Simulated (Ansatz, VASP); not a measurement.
## Two plane-wave programs on Pt

INCAR

```
  ALGO = Fast
  EDIFF = 1E-7
  EDIFFG = -0.04
  ENCUT = 600
  GGA = PE
  IBRION = 2
  ISIF = 3
  ISMEAR = 0
  LASPH = T
  LCHARG = F
  LREAL = F
  LWAVE = F
  NELM = 100
  NSW = 90
  PREC = Accurate
  SIGMA = 0.1
```

The input KPOINTS:

```
k-points
0
Gamma
  6 6 4
```

The input POSCAR:

```
Pt
1.0
    4.3609752053      0.0000000000      0.0000000000
   -2.1804876027      3.7767153131      0.0000000000
    0.0000000000      0.0000000000      5.0123498658
Pt
4
Direct
    0.0000000000      0.0000000000      0.2500000000
    0.0000000000      0.0000000000      0.7500000000
    0.3333333333      0.6666666667      0.7500000000
    0.6666666667      0.3333333333      0.2500000000
```

Input for Ansatz:

```yaml
crystal:
  lattice:
    - [4.3609752053, 0.0, 0.0]
    - [-2.1804876027, 3.7767153131, 0.0]
    - [0.0, 0.0, 5.0123498658]
  atoms:
    - { symbol: Pt, position: [0.0, 0.0, 0.25] }
    - { symbol: Pt, position: [0.0, 0.0, 0.75] }
    - { symbol: Pt, position: [0.3333333333, 0.6666666667, 0.75] }
    - { symbol: Pt, position: [0.6666666667, 0.3333333333, 0.25] }
basis:
  ecutwfc: 420
kpoints:
  mp_grid: { grid: [6, 6, 4] }
hamiltonian:
  xc: pbe
scf:
  occupations: { method: gaussian, width: 0.1 }
  lower_state_search: "off"
output:
  forces: true
  stress: true
  eigenvalues: true
relax:
  adjacent_minimum: "off"
  f_tol: 0.04
  max_steps: 70
  cell: { stress_tol: 0.4 }
```

Alike in both runs: task relaxation of cell and atoms; functional PBE; k mesh 6 × 6 × 4; occupations gaussian, width 0.1 eV; no spin polarisation.

|  | VASP | Ansatz |
| --- | --- | --- |
| version | VASP 6.6.1 | Ansatz 0.2.0 |
| potentials or method | VASP PAW PBE potentials, release 64 (Pt), cutoff 600 eV | scalar-relativistic, plane waves, PAW |
| valence electrons in the cell | 40 | 72 |

VASP gave:

```
gap on the k mesh at the Fermi level, each at its own relaxed structure (eV) : none
relaxed volume (Å³/atom)                                                     : 20.72
relaxed cell length with the largest relative difference (Å)                 : 5.043
```

Task: What did Ansatz give for the same quantities?

Result: gap on the k mesh at the Fermi level, each at its own relaxed structure (eV): none; relaxed volume (Å³/atom): 20.77; relaxed cell length with the largest relative difference (Å): 5.048.

A gap of «none» marks a metal or a gap that the smearing closes. VASP's potentials hold 40 valence electrons a cell and Ansatz's 72, so a difference there can come from the potentials and not from the codes.

Neither program's run includes spin-orbit coupling.
